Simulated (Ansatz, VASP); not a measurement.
## Si: VASP beside Ansatz

POSCAR

```
Si
1.0
    3.8401543716      0.0000000000      0.0000000000
   -1.9200771858      3.3256712403      0.0000000000
    0.0000000000      0.0000000000     12.6238085319
Si
8
Direct
    0.0000000000      0.0000000000      0.0005505996
    0.3333333333      0.6666666667      0.2496671954
    0.0000000000      0.0000000000      0.5005505996
    0.6666666667      0.3333333333      0.7496671954
    0.0000000000      0.0000000000      0.1869494004
    0.3333333333      0.6666666667      0.4378328046
    0.0000000000      0.0000000000      0.6869494004
    0.6666666667      0.3333333333      0.9378328046
```

INCAR.step1

```
PREC = Accurate ; ENCUT = 520
ISMEAR = 0 ; SIGMA = 0.01
LREAL = False ; LASPH = True
NELM = 80 ; NBANDS = 26
GGA = PE ; ALGO = Normal
EDIFF = 1E-4 ; LWAVE = True
LCHARG = False
```

The input INCAR.step2:

```
PREC = Accurate ; ENCUT = 520
EDIFF = 1E-7 ; ISMEAR = 0
SIGMA = 0.01 ; LREAL = False
LASPH = True ; NELM = 80
ALGO = Normal ; ISIF = 2
LWAVE = False ; LCHARG = False
METAGGA = R2SCAN ; LMIXTAU = True
NBANDS = 26 ; ISTART = 1
```

The input KPOINTS:

```
regular mesh
0
Gamma
  12 12 2
```

Input for Ansatz:

```yaml
crystal:
  lattice:
    - [3.8401543716, 0.0, 0.0]
    - [-1.9200771858, 3.3256712403, 0.0]
    - [0.0, 0.0, 12.6238085319]
  atoms:
    - { symbol: Si, position: [0.0, 0.0, 0.0005505996] }
    - { symbol: Si, position: [0.3333333333, 0.6666666667, 0.2496671954] }
    - { symbol: Si, position: [0.0, 0.0, 0.5005505996] }
    - { symbol: Si, position: [0.6666666667, 0.3333333333, 0.7496671954] }
    - { symbol: Si, position: [0.0, 0.0, 0.1869494004] }
    - { symbol: Si, position: [0.3333333333, 0.6666666667, 0.4378328046] }
    - { symbol: Si, position: [0.0, 0.0, 0.6869494004] }
    - { symbol: Si, position: [0.6666666667, 0.3333333333, 0.9378328046] }
kpoints:
  mp_grid: { grid: [12, 12, 2] }
  band_path:
    path:
      - [0.0, 0.0, 0.0]
      - [0.5, 0.0, 0.0]
      - [0.3333333333, 0.3333333333, 0.0]
      - [0.0, 0.0, 0.5]
      - [0.5, 0.0, 0.5]
      - [0.3333333333, 0.3333333333, 0.5]
      - [0.0, 0.455729, 0.0]
    npoints: 1
hamiltonian:
  xc: r2scan
scf:
  occupations: { method: fixed }
  n_extra_bands: 6
output:
  forces: true
  stress: true
  eigenvalues: true
```

Alike in both runs: task single point; functional r2SCAN; k mesh 12 × 12 × 2; no spin polarisation.

```csv
,VASP,Ansatz
version,VASP 6.6.1,Ansatz 0.2.0
potentials or method,"VASP PAW PBE potentials, release 64 (Si)","plane waves, PAW"
plane-wave cutoff (eV),520,500
occupations,"gaussian, width 0.01 eV",fixed
valence electrons in the cell,32,32
```

```csv
,VASP,Ansatz,Ansatz less VASP
gap on the k mesh at the Fermi level (eV),0.78,0.77,-0.015
pressure (GPa),-0.2,0.0,+0.23
```

VASP's potentials were made for PBE, not for r2SCAN.
